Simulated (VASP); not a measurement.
# SiC (Moissanite) (P6_3mc) in VASP: notebook

SiC (Moissanite) is run at these levels: PBE, r2SCAN, RPBE+D3(BJ), RPBE+D4; tasks: single point, relaxation of cell and atoms.

Program: VASP 6.6.1. These are calculated values, not measurements. Logs are shortened: lines on timing, memory, paths and dates and some standing lists are left out, and cuts for length are marked.

## (1) The cell of the first run

It takes space group P6_3mc (No. 186, hexagonal). The conventional cell has a = 3.076 Å, b = 3.076 Å, c = 5.048 Å, α = 90.00°, β = 90.00°, γ = 120.00°. Si (site symmetry 3m) has 4 C at 1.87 to 1.94 Å within 2.5 Å. Within 2.5 Å of C (site symmetry 3m) lie 4 Si at 1.87 to 1.94 Å.

## (2) Single point, PBE

The input, INCAR:

```
PREC = Accurate ; ENCUT = 520
EDIFF = 1E-6 ; ISMEAR = 0
SIGMA = 0.020999999999999998 ; LREAL = F
LASPH = T ; NELM = 60
ALGO = Normal ; ISIF = 2
LWAVE = F ; LCHARG = F
GGA = PE ; NBANDS = 16
```

The input, KPOINTS:

```
regular mesh
0
Gamma
  10 10 5
```

The input, POSCAR:

```
SiC
1.0
    3.0760000000      0.0000000000      0.0000000000
   -1.5380000000      2.6638941420      0.0000000000
    0.0000000000      0.0000000000      5.0480000000
Si C
2 2
Direct
    0.6666666667      0.3333333333      0.5000000000
    0.3333333333      0.6666666667      0.0000000000
    0.6666666667      0.3333333333      0.8850000000
    0.3333333333      0.6666666667      0.3850000000
```

Potentials or basis: VASP PAW PBE potentials, release 64 (Si, C).

Started as:

```
$ cat potpaw_PBE.64/Si/POTCAR potpaw_PBE.64/C/POTCAR > POTCAR
$ mpirun -np 1 vasp_std > vasp.out
```

OUTCAR:

```text
PREC = Accurate
   ENCUT = 520
   EDIFF = 1E-6
   ISMEAR = 0
   LREAL = F
   LASPH = T
   NELM = 60
   ISIF = 2
   GGA = PE

 ion  position               nearest neighbor table
   1  0.667  0.333  0.500-   4 1.87   4 1.87   4 1.87   3 1.94   2 3.09   2 3.09   2 3.09   2 3.09
                             2 3.09   2 3.09
   2  0.333  0.667  0.000-   3 1.87   3 1.87   3 1.87   4 1.94   1 3.09   1 3.09   1 3.09   1 3.09
                             1 3.09   1 3.09
   3  0.667  0.333  0.885-   2 1.87   2 1.87   2 1.87   1 1.94
   4  0.333  0.667  0.385-   1 1.87   1 1.87   1 1.87   2 1.94

  LATTYP: Found a hexagonal cell.
 ALAT       =     3.0760000000
 C/A-ratio  =     1.6410923277

  Lattice vectors:

 A1 = (   3.0760000000,   0.0000000000,   0.0000000000)
 A2 = (  -1.5380000000,   2.6638941420,   0.0000000000)
 A3 = (   0.0000000000,   0.0000000000,   5.0480000000)

Analysis of symmetry for initial positions (statically):
=====================================================================
 Subroutine PRICEL returns:
 Original cell was already a primitive cell.

 Routine SETGRP: Setting up the symmetry group for a
 hexagonal supercell.

 Subroutine GETGRP returns: Found 12 space group operations
 (whereof  6 operations were pure point group operations)
 out of a pool of 24 trial point group operations.

The static configuration has the point symmetry C_3v.
 The point group associated with its full space group is C_6v.

Analysis of symmetry for dynamics (positions and initial velocities):
=====================================================================
 Subroutine PRICEL returns:
 Original cell was already a primitive cell.

 Routine SETGRP: Setting up the symmetry group for a
 hexagonal supercell.

 Subroutine GETGRP returns: Found 12 space group operations
 (whereof  6 operations were pure point group operations)
 out of a pool of 24 trial point group operations.

The dynamic configuration has the point symmetry C_3v.
 The point group associated with its full space group is C_6v.

 Subroutine INISYM returns: Found 12 space group operations
 (whereof  6 operations are pure point group operations),
 and found     1 'primitive' translations

----------------------------------------------------------------------------------------
[... 91 lines left out ...]
   ISPIN  =      1    spin polarized calculation?
   LNONCOLLINEAR =      F non collinear calculations
   LSORBIT =      F    spin-orbit coupling
   LASPH  =      T    aspherical Exc in radial PAW
   ENCUT  =  520.0 eV  38.22 Ry    6.18 a.u.   5.72  5.72  9.39*2*pi/ulx,y,z
   NELM   =     60;   NELMIN=  2; NELMDL= -5     # of ELM steps
   EDIFF  = 0.1E-05   stopping-criterion for ELM
   LREAL  =      F    real-space projection
   EDIFFG = 0.1E-04   stopping-criterion for IOM
   NSW    =      0    number of steps for IOM
   IBRION =     -1    ionic relax: 0-MD 1-quasi-New 2-CG
   NFREE  =      0    steps in history (QN), initial steepest desc. (CG)
   ISIF   =      2    stress and relaxation
   ISYM   =      2    0-nonsym 1-usesym 2-fastsym
   POTIM  = 0.5000    time-step for ionic-motion
   TEBEG  =    0.0;   TEEND  =   0.0 temperature during run
   PSTRESS=    0.0 pullay stress
   NELECT =      16.0000    total number of electrons
   NUPDOWN=      -1.0000    fix difference up-down
   EMIN   =  10.00;   EMAX   =-10.00  energy-range for DOS
   EFERMI =   0.00;   METHOD = LEGACY
   ISMEAR =     0;   SIGMA  =   0.02  broadening in eV -4-tet -1-fermi 0-gaus
   EFERMI_NEDOS =   21; number of points for ismear=-14 and -15
   IALGO  =     38    algorithm
   IMIX   =      4    mixing-type and parameters
     AMIX     =   0.40;   BMIX     =  1.00
     AMIX_MAG =   1.60;   BMIX_MAG =  1.00
  volume/ion in A,a.u.               =      10.34        69.78
  Fermi-wavevector in a.u.,A,eV,Ry     =   1.192817  2.254098 19.358549  1.422813
  Thomas-Fermi vector in A             =   2.328847
   LORBIT       =      0    0 simple, 1 ext, 2 COOP (PROOUT), +10 PAW based schemes
   GGA     = PE    functional components
   LHFCALC =     F    Hartree Fock is set to
   AEXX    =    0.0000 exact exchange contribution
   IVDW    =     0    specifies the selected vdW correction
   LEPSILON=     F    determine dielectric tensor
   LRPA    =     F    only Hartree local field effects (RPA)
 non-spin polarized calculation
 Gauss-broadening in eV      SIGMA  =   0.02
  energy-cutoff  :      520.00
  volume of cell :       41.36
 maximum number of plane-waves:      1132
 NGX is ok and might be reduce to    24
   NGX = 11   NGY = 11   NGZ = 19

 number of electron      16.0000000 magnetization

 Free energy of the ion-electron system (eV)
  ---------------------------------------------------
  ext. energy  EPLUGINS =         0.00000000
  ---------------------------------------------------
  free energy    TOTEN  =       -30.06707720 eV

  energy without entropy =      -30.06707720  energy(sigma->0) =      -30.06707720

 E-fermi :   8.5879     XC(G=0): -11.3486

 val. band max:        8.4096904092   @ k =   0.0000   0.0000   0.0000
 cond. band min:      10.8889033413   @ k =   0.3000   0.3000   0.0000
 fundamental gap:      2.4792129321
 Fermi energy:         8.5879276966

 k-point     1 :       0.0000    0.0000    0.0000
  band No.  band energies     occupation
      1      -7.3151      2.00000
      2      -3.8128      2.00000
      3      -0.2831      2.00000
      4       6.8534      2.00000
      5       6.8534      2.00000
      6       8.1340      2.00000
[... 433 lines left out ...]
      3       0.1142      2.00000
      4       1.5912      2.00000
      5       3.6621      2.00000
      6       4.4738      2.00000
[... 8 lines left out ...]
     15      19.7589      0.00000
     16      21.0924      0.00000

 [... further k-points ...]
[... 5 lines left out ...]
  --------------------------------------------------------------------------------------
  -------------------------------------------------------------------------------------
  Total        1.3564174      1.3564174      0.1082068      0.0000000      0.0000000      0.0000000
  in kB       52.5389379     52.5389379      4.1912387      0.0000000      0.0000000      0.0000000
  external PRESSURE =      36.4230382 kB  Pullay stress =       0.0000000 kB

 VOLUME and BASIS-vectors are now :
 -----------------------------------------------------------------------------
  energy-cutoff  :      520.00
  volume of cell :       41.36
      direct lattice vectors                 reciprocal lattice vectors
     3.076000000  0.000000000  0.000000000     0.325097529  0.187695146  0.000000000
    -1.538000000  2.663894142  0.000000000     0.000000000  0.375390292  0.000000000
     0.000000000  0.000000000  5.048000000     0.000000000  0.000000000  0.198098257

 POSITION                                       TOTAL-FORCE (eV/Angst)
 -----------------------------------------------------------------------------------
      1.53800      0.88796      2.52400         0.000000      0.000000      0.752819
     -0.00000      1.77593      0.00000        -0.000000     -0.000000      0.752819
      1.53800      0.88796      4.46748        -0.000000      0.000000     -0.752819
     -0.00000      1.77593      1.94348         0.000000     -0.000000     -0.752819
 -----------------------------------------------------------------------------------
    total drift:                                0.000000      0.000000     -0.000217

  FREE ENERGIE OF THE ION-ELECTRON SYSTEM (eV)
  ---------------------------------------------------
  free  energy   TOTEN  =       -30.0670771964 eV

  energy  without entropy=      -30.0670771964  energy(sigma->0) =      -30.06707720
```

OSZICAR:

```text
N       E                     dE             d eps       ncg     rms          rms(c)
DAV:   1     0.238071762773E+02    0.23807E+02   -0.70547E+03  1344   0.889E+02
DAV:   2    -0.314888264733E+02   -0.55296E+02   -0.50645E+02  1960   0.156E+02
DAV:   3    -0.337949465259E+02   -0.23061E+01   -0.22993E+01  1760   0.297E+01
DAV:   4    -0.338111872726E+02   -0.16241E-01   -0.16238E-01  1656   0.307E+00
DAV:   5    -0.338113490763E+02   -0.16180E-03   -0.16180E-03  1768   0.288E-01    0.125E+01
DAV:   6    -0.301558446195E+02    0.36555E+01   -0.65409E+00  1712   0.157E+01    0.564E+00
DAV:   7    -0.300848498303E+02    0.70995E-01   -0.11238E+00  1896   0.618E+00    0.249E+00
DAV:   8    -0.300682599545E+02    0.16590E-01   -0.47443E-02  1480   0.139E+00    0.630E-01
DAV:   9    -0.300667283067E+02    0.15316E-02   -0.76080E-03  1808   0.591E-01    0.123E-01
DAV:  10    -0.300670486126E+02   -0.32031E-03   -0.10240E-03  1632   0.186E-01    0.577E-02
DAV:  11    -0.300670763004E+02   -0.27688E-04   -0.93602E-05  1592   0.689E-02    0.136E-02
DAV:  12    -0.300670771964E+02   -0.89600E-06   -0.66107E-06  1768   0.164E-02
   1 F= -.30067077E+02 E0= -.30067077E+02  d E =-.122798E-35
```

stdout:

```text
POSCAR found type information on POSCAR SiC
 POSCAR found :  2 types and       4 ions
 scaLAPACK will be used
 LDA part: xc-table for (Slater+PW92), standard interpolation
 POSCAR, INCAR and KPOINTS ok, starting setup
 FFT: planning ... GRIDC
 FFT: planning ... GRID_SOFT
 FFT: planning ... GRID
 WAVECAR not read
 entering main loop
```

Wall time 13 s (1 thread of AMD EPYC 9R45 (Zen 5), shared host); peak memory 0.13 GiB.

What came out:

```
Free energy            : -30.0671 eV
Pressure               : 3.6 GPa
Largest force          : 0.753 eV/Å
Band gap on the k mesh : 2.48 eV, indirect (least direct gap 4.08 eV)
```

Forces on the atoms (eV/Å):
```
Si   0.000  0.000  0.753
Si   0.000  0.000  0.753
C    0.000  0.000 -0.753
C    0.000  0.000 -0.753
```

A k mesh can miss the band edges. A hybrid or GW would open this gap; PBE tends to underestimate it.

(Continued in part 2 of 3.)
